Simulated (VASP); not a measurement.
# Si (Fd-3m) in VASP: notebook

The runs below take Si through single point, relaxation of cell and atoms, with PBE+D3(BJ).

Everything below comes from runs of VASP 6.6.1. Logs are shortened: lines on timing, memory, paths and dates and some standing lists are left out, and cuts for length are marked.

## Step 1: The cell of the first run

It takes space group Fd-3m (No. 227, cubic). Conventional cell: a = 5.422 Å, b = 5.422 Å, c = 5.422 Å, α = 90.00°, β = 90.00°, γ = 90.00°. Si (site symmetry -43m) has 4 Si at 2.35 Å within 3.1 Å.

## Step 2: Single point, PBE+D3(BJ)

File INCAR:

```
SYSTEM = Si
PREC = Accurate ; ENCUT = 520
EDIFF = 1E-6 ; ISMEAR = 0
SIGMA = 0.02 ; LREAL = .False.
LASPH = .True. ; NELM = 80
ALGO = Normal ; ISIF = 2
LWAVE = .False. ; LCHARG = .False.
GGA = PE ; IVDW = 12
NBANDS = 11
```

File KPOINTS:

```
regular mesh
0
Gamma
  8 8 8
  0 0 0
```

File POSCAR:

```
Si
1.0
    0.0000000000      2.7108046877      2.7108046877
    2.7108046877      0.0000000000      2.7108046877
    2.7108046877      2.7108046877      0.0000000000
Si
2
Direct
    0.2500000000      0.2500000000      0.2500000000
    0.0000000000      0.0000000000      0.0000000000
```

Potentials or basis: VASP PAW PBE potentials, release 64 (Si).

On the command line:

```sh
> cat potpaw_PBE.64/Si/POTCAR > POTCAR
> mpirun -np 1 vasp_std > vasp.out
```

OUTCAR:

```text
SYSTEM = Si
   PREC = Accurate
   ENCUT = 520
   EDIFF = 1E-6
   ISMEAR = 0
   LREAL = .False.
   LASPH = .True.
   NELM = 80
   ISIF = 2
   GGA = PE
   IVDW = 12
 IVDW          = 12

 ion  position               nearest neighbor table
   1  0.250  0.250  0.250-   2 2.35   2 2.35   2 2.35   2 2.35
   2  0.000  0.000  0.000-   1 2.35   1 2.35   1 2.35   1 2.35

  LATTYP: Found a face centered cubic cell.
 ALAT       =     5.4216093754

  Lattice vectors:

 A1 = (   0.0000000000,   2.7108046877,   2.7108046877)
 A2 = (   2.7108046877,   0.0000000000,   2.7108046877)
 A3 = (   2.7108046877,   2.7108046877,   0.0000000000)

Analysis of symmetry for initial positions (statically):
=====================================================================
 Subroutine PRICEL returns:
 Original cell was already a primitive cell.

 Routine SETGRP: Setting up the symmetry group for a
 face centered cubic supercell.

 Subroutine GETGRP returns: Found 48 space group operations
 (whereof 24 operations were pure point group operations)
 out of a pool of 48 trial point group operations.

The static configuration has the point symmetry T_d .
 The point group associated with its full space group is O_h .

Analysis of symmetry for dynamics (positions and initial velocities):
=====================================================================
 Subroutine PRICEL returns:
 Original cell was already a primitive cell.

 Routine SETGRP: Setting up the symmetry group for a
 face centered cubic supercell.

 Subroutine GETGRP returns: Found 48 space group operations
 (whereof 24 operations were pure point group operations)
 out of a pool of 48 trial point group operations.

The dynamic configuration has the point symmetry T_d .
 The point group associated with its full space group is O_h .

 Subroutine INISYM returns: Found 48 space group operations
 (whereof 24 operations are pure point group operations),
 and found     1 'primitive' translations

----------------------------------------------------------------------------------------

                                     Primitive cell

  volume of cell :      39.8405

  direct lattice vectors                    reciprocal lattice vectors
     0.000000000  2.710804688  2.710804688    -0.184447077  0.184447077  0.184447077
     2.710804688  0.000000000  2.710804688     0.184447077 -0.184447077  0.184447077
     2.710804688  2.710804688  0.000000000     0.184447077  0.184447077 -0.184447077

  length of vectors
     3.833656754  3.833656754  3.833656754     0.319471708  0.319471708  0.319471708

  position of ions in fractional coordinates (direct lattice)
     0.250000000  0.250000000  0.250000000
     0.000000000  0.000000000  0.000000000

  ion indices of the primitive-cell ions
   primitive index   ion index
                 1           1
                 2           2

----------------------------------------------------------------------------------------

 KPOINTS: regular mesh

Automatic generation of k-mesh.
 Grid dimensions read from file:
 generate k-points for:    8    8    8

 Generating k-lattice:

  Cartesian coordinates                     Fractional coordinates (reciprocal lattice)
    -0.023055885  0.023055885  0.023055885     0.125000000  0.000000000  0.000000000
     0.023055885 -0.023055885  0.023055885     0.000000000  0.125000000  0.000000000
     0.023055885  0.023055885 -0.023055885     0.000000000  0.000000000  0.125000000

  Length of vectors
     0.039933964  0.039933964  0.039933964

  Shift w.r.t. Gamma in fractional coordinates (k-lattice)
     0.000000000  0.000000000  0.000000000

 Subroutine IBZKPT returns following result:
 ===========================================

 Found     29 irreducible k-points:

 Following reciprocal coordinates:
            Coordinates               Weight
  0.000000  0.000000  0.000000      1.000000
  0.125000  0.000000  0.000000      8.000000
  0.250000  0.000000  0.000000      8.000000
  0.375000  0.000000  0.000000      8.000000
  0.500000  0.000000  0.000000      4.000000
  0.125000  0.125000  0.000000      6.000000
[... 16 lines left out ...]
  0.500000  0.250000  0.125000     48.000000
 -0.375000  0.250000  0.125000     24.000000
 [... further k-points ...]
   k-points           NKPTS =     29   k-points in BZ     NKDIM =     29   number of bands    NBANDS=     11
   number of dos      NEDOS =    301   number of ions     NIONS =      2
   total plane-waves  NPLWV =  27000
   dimension x,y,z NGX =    30 NGY =   30 NGZ =   30
   dimension x,y,z NGXF=    60 NGYF=   60 NGZF=   60
   ions per type =               2
   NGX,Y,Z   is equivalent  to a cutoff of  13.01, 13.01, 13.01 a.u.
   NGXF,Y,Z  is equivalent  to a cutoff of  26.02, 26.02, 26.02 a.u.
 SYSTEM =  Si
   PREC   = accura    normal or accurate (medium, high low for compatibility)
   ISTART =      0    job   : 0-new  1-cont  2-samecut
   ICHARG =      2    charge: 1-file 2-atom 10-const
   ISPIN  =      1    spin polarized calculation?
   LNONCOLLINEAR =      F non collinear calculations
   LSORBIT =      F    spin-orbit coupling
   LASPH  =      T    aspherical Exc in radial PAW
   ENCUT  =  520.0 eV  38.22 Ry    6.18 a.u.   7.13  7.13  7.13*2*pi/ulx,y,z
   NELM   =     80;   NELMIN=  2; NELMDL= -5     # of ELM steps
   EDIFF  = 0.1E-05   stopping-criterion for ELM
   LREAL  =      F    real-space projection
   EDIFFG = 0.1E-04   stopping-criterion for IOM
   NSW    =      0    number of steps for IOM
   IBRION =     -1    ionic relax: 0-MD 1-quasi-New 2-CG
   NFREE  =      0    steps in history (QN), initial steepest desc. (CG)
   ISIF   =      2    stress and relaxation
   ISYM   =      2    0-nonsym 1-usesym 2-fastsym
   POTIM  = 0.5000    time-step for ionic-motion
   TEBEG  =    0.0;   TEEND  =   0.0 temperature during run
   PSTRESS=    0.0 pullay stress
   NELECT =       8.0000    total number of electrons
   NUPDOWN=      -1.0000    fix difference up-down
   EMIN   =  10.00;   EMAX   =-10.00  energy-range for DOS
   EFERMI =   0.00;   METHOD = LEGACY
   ISMEAR =     0;   SIGMA  =   0.02  broadening in eV -4-tet -1-fermi 0-gaus
   EFERMI_NEDOS =   21; number of points for ismear=-14 and -15
   IALGO  =     38    algorithm
   IMIX   =      4    mixing-type and parameters
     AMIX     =   0.40;   BMIX     =  1.00
     AMIX_MAG =   1.60;   BMIX_MAG =  1.00
  volume/ion in A,a.u.               =      19.92       134.43
  Fermi-wavevector in a.u.,A,eV,Ry     =   0.958657  1.811599 12.504071  0.919023
  Thomas-Fermi vector in A             =   2.087784
   LORBIT       =      0    0 simple, 1 ext, 2 COOP (PROOUT), +10 PAW based schemes
   GGA     = PE    functional components
   LHFCALC =     F    Hartree Fock is set to
   AEXX    =    0.0000 exact exchange contribution
   IVDW    =    12    specifies the selected vdW correction
   LEPSILON=     F    determine dielectric tensor
   LRPA    =     F    only Hartree local field effects (RPA)
 non-spin polarized calculation
 Gauss-broadening in eV      SIGMA  =   0.02
  energy-cutoff  :      520.00
  volume of cell :       39.84
 maximum number of plane-waves:      1090
 NGX is ok and might be reduce to    30
   NGX = 15   NGY = 15   NGZ = 15

 number of electron       8.0000000 magnetization

 Free energy of the ion-electron system (eV)
  ---------------------------------------------------
  ext. energy  EPLUGINS =         0.00000000
  ---------------------------------------------------
  free energy    TOTEN  =       -10.83822349 eV

  energy without entropy =      -10.83822349  energy(sigma->0) =      -10.83822349

 E-fermi :   6.0213     XC(G=0):  -9.4281

 val. band max:        5.8781462650   @ k =   0.0000   0.0000   0.0000
 cond. band min:       6.4857697118   @ k =   0.3750   0.3750   0.0000
 fundamental gap:      0.6076234468
 Fermi energy:         6.0212575271

 k-point     1 :       0.0000    0.0000    0.0000
  band No.  band energies     occupation
      1      -6.1141      2.00000
      2       5.8781      2.00000
      3       5.8781      2.00000
      4       5.8781      2.00000
      5       8.4454      0.00000
      6       8.4454      0.00000
      7       8.4454      0.00000
      8       9.3101      0.00000
      9      13.6001      0.00000
     10      13.6001      0.00000
     11      13.8576      0.00000

 k-point     2 :       0.1250    0.0000    0.0000
  band No.  band energies     occupation
      1      -5.9091      2.00000
      2       4.2796      2.00000
      3       5.5882      2.00000
      4       5.5882      2.00000
      5       8.3972      0.00000
      6       8.8716      0.00000
      7       8.8716      0.00000
      8      10.6410      0.00000
      9      13.1166      0.00000
     10      13.1166      0.00000
     11      14.6469      0.00000

 k-point     3 :       0.2500    0.0000    0.0000
  band No.  band energies     occupation
      1      -5.3108      2.00000
      2       1.9447      2.00000
      3       5.1164      2.00000
      4       5.1164      2.00000
      5       7.9272      0.00000
      6       9.3891      0.00000
      7       9.3891      0.00000
      8      12.8437      0.00000
      9      13.0750      0.00000
     10      13.0750      0.00000
     11      14.8909      0.00000
[... 267 lines left out ...]
 k-point    23 :       0.5000    0.2500    0.1250
  band No.  band energies     occupation
      1      -3.8859      2.00000
      2       0.0279      2.00000
      3       2.5452      2.00000
      4       3.9417      2.00000
      5       8.7593      0.00000
      6       9.4390      0.00000
      7      10.9082      0.00000
      8      11.8286      0.00000
      9      14.9217      0.00000
     10      15.6388      0.00000
     11      17.9027      0.00000

 k-point    24 :      -0.3750    0.2500    0.1250
  band No.  band energies     occupation
      1      -3.2291      2.00000
      2      -0.9232      2.00000
      3       2.4171      2.00000
      4       3.7106      2.00000
      5       8.9577      0.00000
      6       9.0064      0.00000
      7      11.8053      0.00000
      8      13.0077      0.00000
      9      13.2980      0.00000
     10      16.4782      0.00000
     11      17.6150      0.00000

 [... further k-points ...]

------------------------ aborting loop because EDIFF is reached ----------------------------------------

 Edisp (eV)   -0.63145

 E8    (eV) :    -0.2618

  FORCE on cell =-STRESS in cart. coord.  units (eV):
  Direction    XX          YY          ZZ          XY          YZ          ZX
  --------------------------------------------------------------------------------------
  -------------------------------------------------------------------------------------
  Total      -0.01865    -0.01865    -0.01865     0.00000     0.00000     0.00000
  in kB      -0.75011    -0.75011    -0.75011     0.00000     0.00000     0.00000
  external pressure =       -0.75 kB  Pullay stress =        0.00 kB

 VOLUME and BASIS-vectors are now :
 -----------------------------------------------------------------------------
  energy-cutoff  :      520.00
  volume of cell :       39.84
      direct lattice vectors                 reciprocal lattice vectors
     0.000000000  2.710804688  2.710804688    -0.184447077  0.184447077  0.184447077
     2.710804688  0.000000000  2.710804688     0.184447077 -0.184447077  0.184447077
     2.710804688  2.710804688  0.000000000     0.184447077  0.184447077 -0.184447077

 POSITION                                       TOTAL-FORCE (eV/Angst)
 -----------------------------------------------------------------------------------
      1.35540      1.35540      1.35540         0.000000      0.000000      0.000000
      0.00000      0.00000      0.00000        -0.000000     -0.000000     -0.000000
 -----------------------------------------------------------------------------------
    total drift:                               -0.000000     -0.000000     -0.000000

  FREE ENERGIE OF THE ION-ELECTRON SYSTEM (eV)
  ---------------------------------------------------
  free  energy   TOTEN  =       -11.4696782589 eV

  energy  without entropy=      -11.4696782589  energy(sigma->0) =      -11.46967826
```

Run time: 5.4 s. Hardware: 1 thread of Intel Xeon 6975P-C (Granite Rapids), shared host; peak memory 0.16 GiB.

What came out:

* Free energy: -11.4697 eV
* Pressure: -0.1 GPa
* Band gap on the k mesh: 0.61 eV, indirect (least direct gap 2.57 eV)
* Dispersion energy per atom: -0.316 eV

## Step 3: Relaxation of cell and atoms, PBE+D3(BJ)

This run uses another cell than the first one, of 20.16 Å³/atom, 1.012 times its volume.

File INCAR:

```
SYSTEM = Si
  ALGO = Normal
  EDIFF = 1E-7
  EDIFFG = -0.005
  ENCUT = 600
  GGA = PE
  IBRION = 2
  ISIF = 3
  ISMEAR = 0
  IVDW = 12
  LASPH = .TRUE.
  LCHARG = .FALSE.
  LREAL = .FALSE.
  LWAVE = .FALSE.
  NELM = 80
  NSW = 100
  PREC = Accurate
  SIGMA = 0.02
```

File KPOINTS:

```
k-points
0
G
  8 8 8
  0 0 0
```

File POSCAR:

```
Si
1.0
    0.0000000000      2.7218511865      2.7218511865
    2.7218511865      0.0000000000      2.7218511865
    2.7218511865      2.7218511865      0.0000000000
Si
2
Direct
    0.2500000000      0.2500000000      0.2500000000
    0.0000000000      0.0000000000      0.0000000000
```

Potentials or basis: VASP PAW PBE potentials, release 64 (Si).

On the command line:

```sh
> cat potpaw_PBE.64/Si/POTCAR > POTCAR
> mpirun -np 1 vasp_std > vasp.out
```

It took 9.4 s on 1 thread of Intel Xeon 6975P-C (Granite Rapids), shared host; peak memory 0.18 GiB.

The run converged. Its results:

* Free energy: -11.4698 eV
* Relaxed volume: 19.90 Å³/atom
* Relaxed cell: a = 3.833 Å, b = 3.833 Å, c = 3.833 Å, α = 60.00°, β = 60.00°, γ = 60.00°
* Space group after relaxing (to 0.05 Å): Fd-3m (No. 227)
* Energy gained by relaxing: 1.0 meV/atom
* Ionic steps: 3
* Pressure after relaxing: 0.0 GPa
* Band gap on the k mesh: 0.61 eV, indirect (least direct gap 2.57 eV)
* Dispersion energy per atom: -0.316 eV

Step by step:
```
step  energy change (eV)  largest force (eV/Å)  pressure (GPa)  volume (Å³)
   1              0.0000                0.0000           -1.16        40.33
   2             -0.0012                0.0000            0.77        39.48
   3             -0.0019                0.0000            0.01        39.81
```

Final structure:
```
Si
1.0
     0.00000    2.71003    2.71003
     2.71003    0.00000    2.71003
     2.71003    2.71003    0.00000
Si
2
Direct
  0.25000 0.25000 0.25000
  0.00000 0.00000 0.00000
```

Levels at points of the mesh, in eV from the valence-band top:
| k point | band 1 | band 2 | band 3 | band 4 | band 5 | band 6 | band 7 | band 8 |
| --- | --- | --- | --- | --- | --- | --- | --- | --- |
| (0.00, 0.00, 0.00) | -12.00 | 0.00 | 0.00 | 0.00 | 2.57 | 2.57 | 2.57 | 3.44 |
| (0.50, 0.00, 0.00) | -9.65 | -6.99 | -1.20 | -1.20 | 1.56 | 3.34 | 3.34 | 7.74 |
| (0.50, 0.50, 0.00) | -7.83 | -7.83 | -2.86 | -2.86 | 0.70 | 0.70 | 10.17 | 10.17 |

A k mesh can miss the band edges. As with any semilocal functional, this PBE gap is likely too small.

## Step 4: Single point, PBE+D3(BJ)

This run uses another cell than the first one, of 20.16 Å³/atom, 1.012 times its volume.

File INCAR:

```
PREC = Accurate
ENCUT = 500
EDIFF = 1E-6
ISMEAR = 0
SIGMA = 0.1
LREAL = False
LASPH = True
NELM = 120
ALGO = Normal
ISIF = 2
LWAVE = False
LCHARG = False
GGA = PE
IVDW = 12
NBANDS = 11
GGA_COMPAT = False
```

File KPOINTS:

```
Automatic mesh
0
Gamma
  6 6 6
```

POSCAR is that of step 3.

On the command line:

```sh
> cat potpaw_PBE.64/Si/POTCAR > POTCAR
> mpirun -np 1 vasp_std > vasp.out
```

It took 3.9 s on 1 thread of Intel Xeon Platinum 8488C (Sapphire Rapids), shared host; peak memory 0.15 GiB.

Results (log left out):

| Property | Result |
| --- | --- |
| Free energy | -11.4478 eV |
| Pressure | -1.1 GPa |
| Band gap on the k mesh | 0.72 eV, indirect (least direct gap 2.56 eV) |
| Dispersion energy per atom | -0.312 eV |

Levels at points of the mesh, in eV from the valence-band top:
| k point | band 1 | band 2 | band 3 | band 4 | band 5 | band 6 | band 7 | band 8 |
| --- | --- | --- | --- | --- | --- | --- | --- | --- |
| (0.00, 0.00, 0.00) | -11.91 | 0.00 | 0.00 | 0.00 | 2.56 | 2.56 | 2.56 | 3.29 |
| (0.50, 0.00, 0.00) | -9.60 | -6.93 | -1.19 | -1.19 | 1.51 | 3.34 | 3.34 | 7.72 |
| (0.50, 0.50, 0.00) | -7.79 | -7.79 | -2.83 | -2.83 | 0.72 | 0.72 | 10.05 | 10.05 |

A k mesh can miss the band edges.

## Step 5: Overview

```tsv
task	cell	k mesh	cutoff (eV)	smearing	gap on the mesh (eV)	pressure (GPa)
single point	a = 3.834 Å, angles 60.0°, 2 atoms	8 × 8 × 8	520	gaussian 0.02 eV	0.61	-0.1
relaxation of cell and atoms	relaxed from a = 3.849 Å, angles 60.0°, 2 atoms	8 × 8 × 8	600	gaussian 0.02 eV	0.61	0.0
single point	a = 3.849 Å, angles 60.0°, 2 atoms	6 × 6 × 6	500	gaussian 0.1 eV	0.72	-1.1
```

Alike in all rows: level PBE+D3(BJ); potentials or basis VASP PAW PBE potentials, release 64 (Si); no spin polarisation.

Absolute energies hang on the potentials; compare differences alone.
